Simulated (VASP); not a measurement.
# Au (P6_3/mmc) in VASP: further runs, part 2 of 2

VASP 6.6.1. The steps go on from the part before.

### Step 4. Single point, r2SCAN (strain -0.025 along x and y, -0.050 along z)

File POSCAR:

```
Au
1.0
    2.8180352590      0.0000000000      0.0000000000
   -1.4090176295      2.4404901231      0.0000000000
    0.0000000000      0.0000000000      4.6214799104
Au
2
Direct
    0.3333333333      0.6666666667      0.7500000000
    0.6666666667      0.3333333333      0.2500000000
```

File INCAR.step1:

```
SYSTEM = Au
PREC     = Accurate       ! precision mode
ENCUT    = 520            ! plane-wave cutoff, eV
ISMEAR   = 0              ! smearing method
SIGMA    = 0.15           ! smearing width, eV
LREAL    = .FALSE.        ! projectors in reciprocal space
LASPH    = .TRUE.         ! aspherical terms in the spheres
NELM     = 80             ! most SCF steps
NBANDS   = 18             ! bands
GGA      = PE             ! functional
ALGO     = Normal         ! electronic algorithm
EDIFF    = 1E-4           ! SCF threshold, eV
LWAVE    = .TRUE.         ! write WAVECAR
LCHARG   = .FALSE.        ! write CHGCAR
```

File INCAR.step2:

```
SYSTEM = Au
PREC     = Accurate       ! precision mode
ENCUT    = 520            ! plane-wave cutoff, eV
EDIFF    = 1E-6           ! SCF threshold, eV
ISMEAR   = 0              ! smearing method
SIGMA    = 0.15           ! smearing width, eV
LREAL    = .FALSE.        ! projectors in reciprocal space
LASPH    = .TRUE.         ! aspherical terms in the spheres
NELM     = 80             ! most SCF steps
ALGO     = Normal         ! electronic algorithm
ISIF     = 2              ! what is computed and relaxed
LWAVE    = .FALSE.        ! write WAVECAR
LCHARG   = .TRUE.         ! write CHGCAR
METAGGA  = R2SCAN         ! meta-GGA
LMIXTAU  = .TRUE.       
LELF     = .TRUE.         ! ELF
LVHAR    = .TRUE.       
NBANDS   = 18             ! bands
ISTART   = 1
```

File KPOINTS:

```
regular mesh
0
G
  24 24 12
  0 0 0
```

On the command line:

```console
> cat potpaw_PBE.64/Au/POTCAR > POTCAR
> cp INCAR.step1 INCAR
> mpirun -np 1 vasp_std > vasp.out
> cp INCAR.step2 INCAR
> mpirun -np 1 vasp_std > vasp.out
```

Wall time 20 min (1 thread of Oxide Virtual Turin-like, shared host); peak memory 0.29 GiB.

It converged, with:

```yaml
Free_energy: -100.9744 eV
Pressure: 21.0 GPa
Band_gap_on_the_k_mesh: zero (bands 11 and 12 overlap by 7.92 eV)
```

Stress tensor (GPa, compression positive):
```
20.27  0.00  0.00
 0.00 20.27  0.00
 0.00  0.00 22.53
```

Levels at points of the mesh, in eV from the Fermi level:
```
           k point  band 8  band 9  band 10  band 11  band 12  band 13  band 14  band 15
(0.00, 0.00, 0.00)   -4.20   -4.20    -2.47    -2.47    -1.16     3.50    15.26    16.99
(0.50, 0.00, 0.00)   -2.18   -2.11    -1.94     0.38     1.72     6.47     8.11     8.45
(0.00, 0.00, 0.50)   -5.30   -3.01    -3.01    -3.01    -3.01    12.23    12.23    15.59
(0.50, 0.00, 0.50)   -2.72   -2.03    -2.03     0.41     0.41     4.53     4.53    14.62
```

Caveat: the cell differs from its parent crystal (strain -0.025 along x and y, -0.050 along z); the cell stands under pressure; the PAW data sets were made with another functional, which shifts forces and pressure a little; spin-orbit coupling is left out, which moves the levels of the heavy elements.

### Step 5. Single point, r2SCAN (strain -0.050 along x and y, +0.025 along z)

File POSCAR:

```
Au
1.0
    2.7457779447      0.0000000000      0.0000000000
   -1.3728889724      2.3779134533      0.0000000000
    0.0000000000      0.0000000000      4.9863335876
Au
2
Direct
    0.3333333333      0.6666666667      0.7500000000
    0.6666666667      0.3333333333      0.2500000000
```

File INCAR.step1:

```
SYSTEM = Au
ALGO     = Normal         ! electronic algorithm
EDIFF    = 1E-4           ! SCF threshold, eV
ENCUT    = 520            ! plane-wave cutoff, eV
GGA      = PE             ! functional
ISMEAR   = 0              ! smearing method
LASPH    = .True.         ! aspherical terms in the spheres
LCHARG   = .False.        ! write CHGCAR
LREAL    = .False.        ! projectors in reciprocal space
LWAVE    = .True.         ! write WAVECAR
NBANDS   = 18             ! bands
NELM     = 80             ! most SCF steps
PREC     = Accurate       ! precision mode
SIGMA    = 0.15           ! smearing width, eV
```

File INCAR.step2:

```
SYSTEM = Au
ALGO     = Normal         ! electronic algorithm
EDIFF    = 1E-6           ! SCF threshold, eV
ENCUT    = 520            ! plane-wave cutoff, eV
ISIF     = 2              ! what is computed and relaxed
ISMEAR   = 0              ! smearing method
ISTART   = 1            
LASPH    = .True.         ! aspherical terms in the spheres
LCHARG   = .True.         ! write CHGCAR
LELF     = .True.         ! ELF
LMIXTAU  = .True.       
LREAL    = .False.        ! projectors in reciprocal space
LVHAR    = .True.       
LWAVE    = .False.        ! write WAVECAR
METAGGA  = R2SCAN         ! meta-GGA
NBANDS   = 18             ! bands
NELM     = 80             ! most SCF steps
PREC     = Accurate       ! precision mode
SIGMA    = 0.15           ! smearing width, eV
```

File KPOINTS:

```
k-points
0
Gamma
  24 24 12
  0 0 0
```

On the command line:

```console
> cat potpaw_PBE.64/Au/POTCAR > POTCAR
> cp INCAR.step1 INCAR
> mpirun -np 1 vasp_std > vasp.out
> cp INCAR.step2 INCAR
> mpirun -np 1 vasp_std > vasp.out
```

It took 14 min on 1 thread of Oxide Virtual Turin-like, shared host; peak memory 0.28 GiB.

Results (log left out):

```
Free energy            : -100.9989 eV
Pressure               : 17.4 GPa
Band gap on the k mesh : zero (bands 11 and 12 overlap by 7.91 eV)
```

Stress tensor (GPa, compression positive):
```
21.52  0.00  0.00
 0.00 21.52  0.00
 0.00  0.00  9.19
```

Levels at points of the mesh, in eV from the Fermi level:
| k point | band 8 | band 9 | band 10 | band 11 | band 12 | band 13 | band 14 | band 15 |
| --- | --- | --- | --- | --- | --- | --- | --- | --- |
| (0.00, 0.00, 0.00) | -3.64 | -3.64 | -2.52 | -2.52 | -1.79 | 1.88 | 14.95 | 15.80 |
| (0.50, 0.00, 0.00) | -2.49 | -1.82 | -1.69 | 0.58 | 2.11 | 5.80 | 7.34 | 7.76 |
| (0.00, 0.00, 0.50) | -5.20 | -2.97 | -2.97 | -2.97 | -2.97 | 9.59 | 9.59 | 16.11 |
| (0.50, 0.00, 0.50) | -2.83 | -1.75 | -1.75 | 0.50 | 0.50 | 4.70 | 4.70 | 12.94 |

Caveat: the cell differs from its parent crystal (strain -0.050 along x and y, +0.025 along z); the stress differs along the axes, from 9 to 22 GPa; the PAW data sets were made with another functional, which shifts forces and pressure a little; spin-orbit coupling is left out, which moves the levels of the heavy elements.

### Step 6. Single point, r2SCAN (strain -0.025 along x and y, -0.025 along z)

File POSCAR:

```
Au
1.0
    2.8180352590      0.0000000000      0.0000000000
   -1.4090176295      2.4404901231      0.0000000000
    0.0000000000      0.0000000000      4.7430978028
Au
2
Direct
    0.3333333333      0.6666666667      0.7500000000
    0.6666666667      0.3333333333      0.2500000000
```

File INCAR.step1:

```
PREC = Accurate
ENCUT = 520
ISMEAR = 0
SIGMA = 0.15
LREAL = False
LASPH = True
NELM = 100
NBANDS = 18
GGA = PE
ALGO = Normal
EDIFF = 1E-4
LWAVE = True
LCHARG = False
```

File INCAR.step2:

```
PREC = Accurate
ENCUT = 520
EDIFF = 1E-6
ISMEAR = 0
SIGMA = 0.15
LREAL = False
LASPH = True
NELM = 100
ALGO = Normal
ISIF = 2
LWAVE = False
LCHARG = False
METAGGA = R2SCAN
LMIXTAU = True
NBANDS = 18
ISTART = 1
```

File KPOINTS:

```
Automatic mesh
0
Gamma
  24 24 12
```

Potentials or basis: VASP PAW PBE potentials, release 64 (Au).

On the command line:

```console
> cat potpaw_PBE.64/Au/POTCAR > POTCAR
> cp INCAR.step1 INCAR
> mpirun -np 1 vasp_std > vasp.out
> cp INCAR.step2 INCAR
> mpirun -np 1 vasp_std > vasp.out
```

Run time: 16 min. Hardware: 1 thread of Oxide Virtual Turin-like, shared host; peak memory 0.29 GiB.

It converged, with:

```yaml
Free_energy: -101.0685 eV
Pressure: 14.6 GPa
Band_gap_on_the_k_mesh: zero (bands 11 and 12 overlap by 7.75 eV)
```

Stress tensor (GPa, compression positive):
```
15.02  0.00  0.00
 0.00 15.02  0.00
 0.00  0.00 13.72
```

Levels at points of the mesh, in eV from the Fermi level:
| k point | band 9 | band 10 | band 11 | band 12 | band 13 | band 14 |
| --- | --- | --- | --- | --- | --- | --- |
| (0.00, 0.00, 0.00) | -3.98 | -2.47 | -2.47 | -1.25 | 2.95 | 15.41 |
| (0.50, 0.00, 0.00) | -2.09 | -1.89 | 0.42 | 1.77 | 6.18 | 7.80 |
| (0.00, 0.00, 0.50) | -2.98 | -2.98 | -2.98 | -2.98 | 11.40 | 11.40 |
| (0.50, 0.00, 0.50) | -1.97 | -1.97 | 0.47 | 0.47 | 4.41 | 4.41 |

Caveat: the cell differs from its parent crystal (strain -0.025 along x and y, -0.025 along z); the cell stands under pressure; the PAW data sets were made with another functional, which shifts forces and pressure a little; spin-orbit coupling is left out, which moves the levels of the heavy elements.

### Step 7. Overview

| cell | gap on the mesh (eV) | pressure (GPa) |
| --- | --- | --- |
| a = 3.035, b = 3.035, c = 4.743 Å, angles 90.0, 90.0, 120.0°, 2 atoms | none | -8.4 |
| a = 2.963, b = 2.963, c = 4.986 Å, angles 90.0, 90.0, 120.0°, 2 atoms | none | -9.0 |
| a = 2.818, b = 2.818, c = 4.621 Å, angles 90.0, 90.0, 120.0°, 2 atoms | none | 21.0 |
| a = 2.746, b = 2.746, c = 4.986 Å, angles 90.0, 90.0, 120.0°, 2 atoms | none | 17.4 |
| a = 2.818, b = 2.818, c = 4.743 Å, angles 90.0, 90.0, 120.0°, 2 atoms | none | 14.6 |

Alike in all rows: task single point; level r2SCAN; potentials or basis VASP PAW PBE potentials, release 64 (Au); no spin polarisation; k mesh 24 × 24 × 12; cutoff (eV) 520; smearing gaussian 0.15 eV.

Caveats: the PAW data sets were made with another functional, which shifts forces and pressure a little; spin-orbit coupling is left out, which moves the levels of the heavy elements; the cell stands under tension (at least some runs); the cell stands under pressure (at least some runs); the stress differs along the axes, from 9 to 22 GPa (at least some runs).

Absolute energies hang on the potentials; compare differences alone.
